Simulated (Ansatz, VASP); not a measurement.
# CsSnI3: VASP beside Ansatz

The input INCAR:

```
ALGO = Normal ; EDIFF = 1E-7
ENCUT = 520 ; GGA = PS
ISIF = 2 ; ISMEAR = 0
LASPH = True ; LCHARG = True
LELF = True ; LREAL = False
LVHAR = True ; LWAVE = False
NBANDS = 30 ; NELM = 100
PREC = Accurate ; SIGMA = 0.01
```

The input KPOINTS:

```
k-points
0
Gamma
  6 6 6
```

File POSCAR:

```
CsSnI3
1.0
    6.3794342530      0.0000000000      0.0000000000
    0.0000000000      6.3794342530      0.0000000000
    0.0000000000      0.0000000000      6.3794342530
Cs Sn I
1 1 3
Direct
    0.0000000000      0.0000000000      0.0000000000
    0.5000000000      0.5000000000      0.5000000000
    0.0000000000      0.5000000000      0.5000000000
    0.5000000000      0.0000000000      0.5000000000
    0.5000000000      0.5000000000      0.0000000000
```

Input for Ansatz:

```yaml
crystal:
  lattice:
    - [6.379434253, 0.0, 0.0]
    - [0.0, 6.379434253, 0.0]
    - [0.0, 0.0, 6.379434253]
  atoms:
    - { symbol: Cs, position: [0.0, 0.0, 0.0] }
    - { symbol: Sn, position: [0.5, 0.5, 0.5] }
    - { symbol: I, position: [0.0, 0.5, 0.5] }
    - { symbol: I, position: [0.5, 0.0, 0.5] }
    - { symbol: I, position: [0.5, 0.5, 0.0] }
basis:
  ecutwfc: 420
kpoints:
  mp_grid: { grid: [6, 6, 6] }
  band_path: { path: [VBM, CBM], npoints: 2 }
hamiltonian:
  xc: pbesol
scf:
  occupations: { method: gaussian, width: 0.01 }
output:
  forces: true
  stress: true
  eigenvalues: true
checkpoint:
  read: start.run
  write: ck
  compress: false
  write_wavefunctions: false
  write_every: 100000
```

Alike in both runs: task single point; functional PBEsol; k mesh 6 × 6 × 6; occupations gaussian, width 0.01 eV; no spin polarisation.

|  | VASP | Ansatz |
| --- | --- | --- |
| version | VASP 6.6.1 | Ansatz 0.2.0 |
| potentials or method | VASP PAW PBE potentials, release 64 (Cs_sv, Sn_d, I), cutoff 520 eV | scalar-relativistic, plane waves, PAW |
| valence electrons in the cell | 44 | 74 |

|  | VASP | Ansatz | Ansatz less VASP |
| --- | --- | --- | --- |
| gap on the k mesh at the Fermi level (eV) | 0.60 | 0.60 | +0.007 |
| least direct gap on the mesh (eV) | 0.60 | 0.60 | +0.007 |
| pressure (GPa) | -1.6 | -1.6 | 0.00 |

VASP's potentials were made for PBE, not for PBEsol. VASP's potentials hold 44 valence electrons a cell and Ansatz's 74, so a difference there can come from the potentials and not from the codes.

Spin-orbit coupling is off throughout.
